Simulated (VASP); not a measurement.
# TaN (Fm-3m) in VASP: further runs

The runs below take TaN through single point, relaxation of cell and atoms, with PBE.

All numbers are computed with VASP 6.6.1; they aren't measurements. Logs are shortened: lines on timing, memory, paths and dates and some standing lists are left out, and cuts for length are marked.

### Step 1. The cell of the first run

The structure is cubic, space group Fm-3m (No. 225). Conventional cell: a = 4.418 Å, b = 4.418 Å, c = 4.418 Å, α = 90.00°, β = 90.00°, γ = 90.00°. Within 2.9 Å of Ta (site symmetry m-3m) lie 6 N at 2.21 Å. N (site symmetry m-3m) has 6 Ta at 2.21 Å within 2.9 Å.

### Step 2. Single point, PBE

File INCAR:

```
SYSTEM = TaN
ALGO = Normal
EDIFF = 1E-6
ENCUT = 600
GGA = PE
GGA_COMPAT = .False.
ISIF = 2
ISMEAR = 0
LASPH = .True.
LCHARG = .False.
LREAL = .False.
LWAVE = .False.
NBANDS = 15
NELM = 120
PREC = Accurate
SIGMA = 0.1
```

File KPOINTS:

```
k-points
0
Gamma
  8 8 8
  0 0 0
```

File POSCAR:

```
TaN
1.0
    0.0000000000      2.2088091551      2.2088091551
    2.2088091551      0.0000000000      2.2088091551
    2.2088091551      2.2088091551      0.0000000000
Ta N
1 1
Direct
    0.5000000000      0.5000000000      0.5000000000
    0.0000000000      0.0000000000      0.0000000000
```

Potentials or basis: VASP PAW PBE potentials, release 64 (Ta_pv, N).

On the command line:

```
> cat potpaw_PBE.64/Ta_pv/POTCAR potpaw_PBE.64/N/POTCAR > POTCAR
> mpirun -np 1 vasp_std > vasp.out
```

OUTCAR:

```text
SYSTEM = TaN
   EDIFF = 1E-6
   ENCUT = 600
   GGA = PE
   ISIF = 2
   ISMEAR = 0
   LASPH = .True.
   LREAL = .False.
   NELM = 120
   PREC = Accurate

 ion  position               nearest neighbor table
   1  0.500  0.500  0.500-   2 2.21   2 2.21   2 2.21   2 2.21   2 2.21   2 2.21
   2  0.000  0.000  0.000-   1 2.21   1 2.21   1 2.21   1 2.21   1 2.21   1 2.21

  LATTYP: Found a face centered cubic cell.
 ALAT       =     4.4176183102

  Lattice vectors:

 A1 = (   0.0000000000,   2.2088091551,   2.2088091551)
 A2 = (   2.2088091551,   0.0000000000,   2.2088091551)
 A3 = (   2.2088091551,   2.2088091551,   0.0000000000)

Analysis of symmetry for initial positions (statically):
=====================================================================
 Subroutine PRICEL returns:
 Original cell was already a primitive cell.

 Routine SETGRP: Setting up the symmetry group for a
 face centered cubic supercell.

 Subroutine GETGRP returns: Found 48 space group operations
 (whereof 48 operations were pure point group operations)
 out of a pool of 48 trial point group operations.

The static configuration has the point symmetry O_h .

Analysis of symmetry for dynamics (positions and initial velocities):
=====================================================================
 Subroutine PRICEL returns:
 Original cell was already a primitive cell.

 Routine SETGRP: Setting up the symmetry group for a
 face centered cubic supercell.

 Subroutine GETGRP returns: Found 48 space group operations
 (whereof 48 operations were pure point group operations)
 out of a pool of 48 trial point group operations.

The dynamic configuration has the point symmetry O_h .

 Subroutine INISYM returns: Found 48 space group operations
 (whereof 48 operations are pure point group operations),
 and found     1 'primitive' translations

----------------------------------------------------------------------------------------

                                     Primitive cell

  volume of cell :      21.5528

  direct lattice vectors                    reciprocal lattice vectors
     0.000000000  2.208809155  2.208809155    -0.226366320  0.226366320  0.226366320
     2.208809155  0.000000000  2.208809155     0.226366320 -0.226366320  0.226366320
     2.208809155  2.208809155  0.000000000     0.226366320  0.226366320 -0.226366320

  length of vectors
     3.123727864  3.123727864  3.123727864     0.392077967  0.392077967  0.392077967

  position of ions in fractional coordinates (direct lattice)
[... 85 lines left out ...]
   ISIF   =      2    stress and relaxation
   ISYM   =      2    0-nonsym 1-usesym 2-fastsym
   POTIM  = 0.5000    time-step for ionic-motion
   TEBEG  =    0.0;   TEEND  =   0.0 temperature during run
   PSTRESS=    0.0 pullay stress
   NELECT =      16.0000    total number of electrons
   NUPDOWN=      -1.0000    fix difference up-down
   EMIN   =  10.00;   EMAX   =-10.00  energy-range for DOS
   EFERMI =   0.00;   METHOD = LEGACY
   ISMEAR =     0;   SIGMA  =   0.10  broadening in eV -4-tet -1-fermi 0-gaus
   EFERMI_NEDOS =   21; number of points for ismear=-14 and -15
   IALGO  =     38    algorithm
   IMIX   =      4    mixing-type and parameters
     AMIX     =   0.40;   BMIX     =  1.00
     AMIX_MAG =   1.60;   BMIX_MAG =  1.00
  volume/ion in A,a.u.               =      10.78        72.72
  Fermi-wavevector in a.u.,A,eV,Ry     =   1.482336  2.801209 29.896351  2.197320
  Thomas-Fermi vector in A             =   2.596135
   LORBIT       =      0    0 simple, 1 ext, 2 COOP (PROOUT), +10 PAW based schemes
   GGA     = PE    functional components
   LHFCALC =     F    Hartree Fock is set to
   AEXX    =    0.0000 exact exchange contribution
   IVDW    =     0    specifies the selected vdW correction
   LEPSILON=     F    determine dielectric tensor
   LRPA    =     F    only Hartree local field effects (RPA)
 non-spin polarized calculation
 Gauss-broadening in eV      SIGMA  =   0.10
  energy-cutoff  :      600.00
  volume of cell :       21.55
 maximum number of plane-waves:       730
 NGX is ok and might be reduce to    28
   NGX = 13   NGY = 13   NGZ = 13

 number of electron      15.9999999 magnetization

 Free energy of the ion-electron system (eV)
  ---------------------------------------------------
  ext. energy  EPLUGINS =         0.00000000
  ---------------------------------------------------
  free energy    TOTEN  =       -21.80590840 eV

  energy without entropy =      -21.80252478  energy(sigma->0) =      -21.80421659

 E-fermi :   9.4500     XC(G=0): -13.3613

 val. band max:        9.3806475253   @ k =  -0.2500   0.3750   0.1250
 cond. band min:       9.4593262654   @ k =   0.0000   0.0000   0.0000
 fundamental gap:      0.0786787401
 Fermi energy:         9.4500244038

 k-point     1 :       0.0000    0.0000    0.0000
  band No.  band energies     occupation
      1     -26.4008      2.00000
      2     -26.4008      2.00000
      3     -26.4008      2.00000
      4      -9.3565      2.00000
      5       5.6092      2.00000
      6       5.6092      2.00000
      7       5.6092      2.00000
      8       7.3276      2.00000
      9       7.3276      2.00000
     10       7.3276      2.00000
     11       9.4593      0.89534
     12       9.4593      0.89533
     13      10.7993      0.00000
     14      18.7939      0.00000
[... 401 lines left out ...]
      2     -26.6850      2.00000
      3     -26.5494      2.00000
      4      -6.9711      2.00000
      5       0.3256      2.00000
      6       2.3666      2.00000
      7       2.4532      2.00000
      8       9.6016      0.03201
      9      10.0445      0.00000
     10      11.9564      0.00000
     11      14.4268      0.00000
     12      15.6205      0.00000
     13      17.6924      0.00000
     14      19.4611      0.00000
     15      21.7520      0.00000

 [... further k-points ...]
[... 5 lines left out ...]
  --------------------------------------------------------------------------------------
  -------------------------------------------------------------------------------------
  Total        0.0977419      0.0977419      0.0977419     -0.0000000     -0.0000000      0.0000000
  in kB        7.2658551      7.2658551      7.2658551     -0.0000000     -0.0000000      0.0000000
  external PRESSURE =       7.2658551 kB  Pullay stress =       0.0000000 kB

 VOLUME and BASIS-vectors are now :
 -----------------------------------------------------------------------------
  energy-cutoff  :      600.00
  volume of cell :       21.55
      direct lattice vectors                 reciprocal lattice vectors
     0.000000000  2.208809155  2.208809155    -0.226366320  0.226366320  0.226366320
     2.208809155  0.000000000  2.208809155     0.226366320 -0.226366320  0.226366320
     2.208809155  2.208809155  0.000000000     0.226366320  0.226366320 -0.226366320

 POSITION                                       TOTAL-FORCE (eV/Angst)
 -----------------------------------------------------------------------------------
      2.20881      2.20881      2.20881        -0.000000      0.000000     -0.000000
      0.00000      0.00000      0.00000         0.000000     -0.000000      0.000000
 -----------------------------------------------------------------------------------
    total drift:                                0.000000      0.000000      0.000000

  FREE ENERGIE OF THE ION-ELECTRON SYSTEM (eV)
  ---------------------------------------------------
  free  energy   TOTEN  =       -21.8059084013 eV

  energy  without entropy=      -21.8025247835  energy(sigma->0) =      -21.80421659
```

stdout:

```text
POSCAR found type information on POSCAR TaN
 POSCAR found :  2 types and       2 ions
 scaLAPACK will be used
 LDA part: xc-table for (Slater+PW92), standard interpolation
 POSCAR, INCAR and KPOINTS ok, starting setup
 FFT: planning ... GRIDC
 FFT: planning ... GRID_SOFT
 FFT: planning ... GRID
 WAVECAR not read
 entering main loop
```

Wall time 16 s (1 thread of Intel Xeon 8259CL, shared host); peak memory 0.16 GiB.

What came out:

```
Free energy            : -21.8059 eV
Pressure               : 0.7 GPa
Band gap on the k mesh : zero (band 8 reaches 11.26 eV, above the bottom of band 9 at 7.33 eV)
```

Levels at points of the mesh, in eV from the Fermi level:
| k point | band 5 | band 6 | band 7 | band 8 | band 9 | band 10 | band 11 | band 12 |
| --- | --- | --- | --- | --- | --- | --- | --- | --- |
| (0.00, 0.00, 0.00) | -3.84 | -3.84 | -3.84 | -2.12 | -2.12 | -2.12 | 0.01 | 0.01 |
| (0.50, 0.00, 0.00) | -10.32 | -7.53 | -7.53 | 1.81 | 1.81 | 1.90 | 3.72 | 7.34 |
| (0.50, 0.50, 0.00) | -6.67 | -5.43 | -4.66 | -4.66 | 2.02 | 3.42 | 3.42 | 4.34 |

Caveat: spin-orbit coupling is left out, which moves the levels of the heavy elements.

### Step 3. Relaxation of cell and atoms, PBE

This run uses another cell than the first one, of 10.35 Å³/atom, 0.960 times its volume.

File INCAR:

```
SYSTEM = TaN
ALGO = Normal ; EDIFF = 1E-7
EDIFFG = -0.05 ; ENCUT = 600
GGA = PE ; GGA_COMPAT = .False.
IBRION = 2 ; ISIF = 3
ISMEAR = 0 ; LASPH = .True.
LCHARG = .False. ; LREAL = .False.
LWAVE = .False. ; NELM = 120
NELMIN = 4 ; NSW = 100
PREC = Accurate ; SIGMA = 0.1
```

KPOINTS is that of step 2.

File POSCAR:

```
TaN
1.0
    0.0000000000      2.1790000000      2.1790000000
    2.1790000000      0.0000000000      2.1790000000
    2.1790000000      2.1790000000      0.0000000000
Ta N
1 1
Direct
    0.5000000000      0.5000000000      0.5000000000
    0.0000000000      0.0000000000      0.0000000000
```

Potentials or basis: VASP PAW PBE potentials, release 64 (Ta_pv, N).

On the command line:

```
> cat potpaw_PBE.64/Ta_pv/POTCAR potpaw_PBE.64/N/POTCAR > POTCAR
> mpirun -np 1 vasp_std > vasp.out
```

Run time: 54 s. Hardware: 1 thread of Intel Xeon 8259CL, shared host; peak memory 0.17 GiB.

Results (log left out):

```
Free energy                            : -21.8046 eV
Relaxed volume                         : 10.82 Å³/atom
Relaxed cell                           : a = 3.128 Å, b = 3.128 Å, c = 3.128 Å, α = 60.00°, β = 60.00°, γ = 60.00°
Space group after relaxing (to 0.05 Å) : Fm-3m (No. 225)
Energy gained by relaxing              : 21.3 meV/atom
Ionic steps                            : 3
Pressure after relaxing                : -0.5 GPa
Band gap on the k mesh                 : zero (band 8 reaches 11.20 eV, above the bottom of band 9 at 7.29 eV)
```

The path:
| step | energy change (eV) | largest force (eV/Å) | pressure (GPa) | volume (Å³) |
| --- | --- | --- | --- | --- |
| 1 | 0.0000 | 0.0000 | 15.63 | 20.69 |
| 2 | 0.1606 | 0.0000 | -26.25 | 23.86 |
| 3 | -0.0426 | 0.0000 | -0.50 | 21.64 |

Final structure:
```
CELL_PARAMETERS angstrom
0.00000 2.21162 2.21162
2.21162 0.00000 2.21162
2.21162 2.21162 0.00000
ATOMIC_POSITIONS crystal
Ta 0.50000 0.50000 0.50000
N 0.00000 0.00000 0.00000
```

Levels at points of the mesh, in eV from the Fermi level:
```tsv
k point	band 6	band 7	band 8	band 9	band 10	band 11
(0.00, 0.00, 0.00)	-3.83	-3.83	-2.11	-2.11	-2.11	0.01
(0.50, 0.00, 0.00)	-7.51	-7.51	1.80	1.80	1.89	3.71
(0.50, 0.50, 0.00)	-5.40	-4.65	-4.65	2.01	3.40	3.40
```

Caveat: spin-orbit coupling is left out, which moves the levels of the heavy elements.
